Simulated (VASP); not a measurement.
TiN: single point with LDA

Crystal: TiN.

```
Ti N
1.0
     0.00000    2.08630    2.08630
     2.08630    0.00000    2.08630
     2.08630    2.08630    0.00000
Ti N
1 1
Direct
  0.00000 0.00000 0.00000
  0.50000 0.50000 0.50000
```

| Property | Result |
| --- | --- |
| Program | VASP 6.6.1 |
| Task | single point |
| Functional | LDA |
| Potentials or basis | VASP PAW LDA potentials, release 64 (Ti_sv, N_h) |
| Cutoff | 1330 eV |
| k mesh | 8 × 8 × 8 |
| Occupations | gaussian, width 0.1 eV |
| Spin | no spin polarisation |
| Dipole correction | no |
| Further INCAR settings | ALGO = Normal; EDIFF = 1e-06; NBANDS = 16 |

```
Pressure               : 1.0 GPa
Band gap on the k mesh : zero (an odd number of electrons rules out a gap without spin polarisation)
```

Levels at points of the mesh, in eV from the Fermi level:
```
           k point  band 7  band 8  band 9  band 10  band 11  band 12
(0.00, 0.00, 0.00)   -2.08   -2.08   -0.70    -0.70    -0.70     0.59
(0.50, 0.00, 0.00)   -5.76   -5.76    1.81     1.81     2.55     6.14
(0.50, 0.50, 0.00)   -3.33   -3.27   -3.27     1.75     2.58     2.58
```

It took 23 s on 1 thread of AMD EPYC 9R45 96-Core Processor (Zen 5) (shared host), peak memory 0.17 GiB.
